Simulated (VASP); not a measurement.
Ga3Se:

```
Se Ga
1.0
     4.37256    0.00000    0.00000
     0.00000    4.37256    0.00000
     0.00000    0.00000    4.37256
Se Ga
1 3
Direct
  0.00000 0.00000 0.00000
  0.50000 0.50000 0.00000
  0.50000 0.00000 0.50000
  0.00000 0.50000 0.50000
```

Base run:

* Program: VASP 6.6.1
* Functional: r2SCAN
* Potentials or basis: VASP PAW PBE potentials, release 64 (Se, Ga_d)
* Cutoff: 520 eV
* k mesh: 6 × 6 × 6
* Occupations: fermi-dirac, width 0.05 eV
* Spin: no spin polarisation

Its results: pressure -0.1 GPa.

The run is repeated on the same cell with these changes: functional from r2SCAN to PBE; further incar settings from ALGO = Normal; EDIFF = 1e-07; NBANDS = 30 to ALGO = Normal; EDIFF = 1e-06; NBANDS = 30. What comes out?

Pressure 1.3 GPa.

Caveats: the PAW data sets were made with another functional, which shifts forces and pressure a little (some runs).
